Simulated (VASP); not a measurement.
Runs of VASP 6.6.1 on Pd. The structure is that of space group Fd-3m (No. 227), or close to it. The cells are those of the table. This isn't the form of Pd at room conditions, which is fcc.

| task | cell | gap on the mesh (eV) | pressure (GPa) |
| --- | --- | --- | --- |
| single point | a = 3.602 Å, angles 60.0°, 2 atoms | none | 56.7 |
| single point | a = 3.974 Å, angles 60.0°, 2 atoms | none | (a) |
| single point | a = 3.677 Å, angles 60.0°, 2 atoms | none | 38.0 |
| relaxation of cell and atoms | relaxed to 60 GPa from a = 3.783 Å, angles 60.0°, 2 atoms | none | 60.0 |
| relaxation of cell and atoms | relaxed to 20 GPa from a = 3.783 Å, angles 60.0°, 2 atoms | none | 20.0 |

Alike in all rows: level LDA; potentials or basis VASP PAW LDA potentials, release 64 (Pd); no spin polarisation; k mesh 7 × 7 × 7; cutoff (eV) 500; smearing gaussian 0.05 eV.

Problem. Estimate the missing entries.

Solution. (a) -0.2.

Caveats: the cell stands under pressure (at least some runs); the cell is relaxed towards a set pressure, so the run minimises the enthalpy, not the energy (at least some runs).

A k mesh can miss the band edges, and the runs leave out spin-orbit coupling on Pd.

A gap of «none» marks levels without a gap at the run's occupations.
